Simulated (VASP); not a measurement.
Set up this calculation in VASP 6.6.1, as the native input.

| Item | Value |
| --- | --- |
| Task | electric field gradients |
| Functional | PBEsol |
| Potentials or basis | VASP PAW PBE potentials, release 64 (Ag, Br) |
| Cutoff | 400 eV |
| k mesh | 7 × 7 × 7 |
| Occupations | fermi-dirac, width 0.02 eV |
| Spin | no spin polarisation |
| Dipole correction | no |
| Further INCAR settings | ALGO = Normal; EDIFF = 1e-08; NBANDS = 16 |

The structure of AgBr lies in POSCAR:

```
AgBr
1.0
    0.0288605000      2.9004802500      2.9004802500
    2.9004802500      0.0288605000      2.9004802500
    2.9004802500      2.9004802500      0.0288605000
Ag Br
1 1
Direct
    0.5000000000      0.5000000000      0.5000000000
    0.0000000000      0.0000000000      0.0000000000
```

This cell differs from its parent crystal: equal xy, yz and zx shear strains of +1 %.

The input as run:

INCAR

```
PREC     = Accurate       # precision mode
ENCUT    = 400            # plane-wave cutoff, eV
EDIFF    = 1E-8           # SCF threshold, eV
ISMEAR   = -1             # smearing method
SIGMA    = 0.02           # smearing width, eV
LREAL    = F              # projectors in reciprocal space
LASPH    = T              # aspherical terms in the spheres
NELM     = 120            # most SCF steps
ALGO     = Normal         # electronic algorithm
ISIF     = 2              # what is computed and relaxed
LWAVE    = F              # write WAVECAR
LCHARG   = F              # write CHGCAR
GGA      = PS             # functional
LEFG     = T            
NBANDS   = 16             # bands
GGA_COMPAT= F
```

KPOINTS

```
Automatic mesh
0
Gamma
  7 7 7
```

Potentials or basis: VASP PAW PBE potentials, release 64 (Ag, Br).

The run is started by

```sh
$ cat potpaw_PBE.64/Ag/POTCAR potpaw_PBE.64/Br/POTCAR > POTCAR
$ mpirun -np 1 vasp_std > vasp.out
```

Results of the run:

```json
{
 "Pressure": "-2.5 GPa",
 "Band gap on the k mesh": "0.57 eV (least direct gap 2.37 eV)",
 "Largest electric field gradient by atom": "Ag -2.1; Br +9.8 V/Å²"
}
```

Caveat: the cell differs from its parent crystal (equal xy, yz and zx shear strains of +1 %); semilocal functionals underestimate gaps, and a narrow one can read as zero; without QUAD_EFG the Cq values of the log hold for a quadrupole moment of 1 mb, not for the nuclei; the PAW data sets were made with another functional, which shifts forces and pressure a little.

Wall time 24 s on 1 thread of Intel Xeon 8259CL (shared host), peak memory 0.17 GiB.
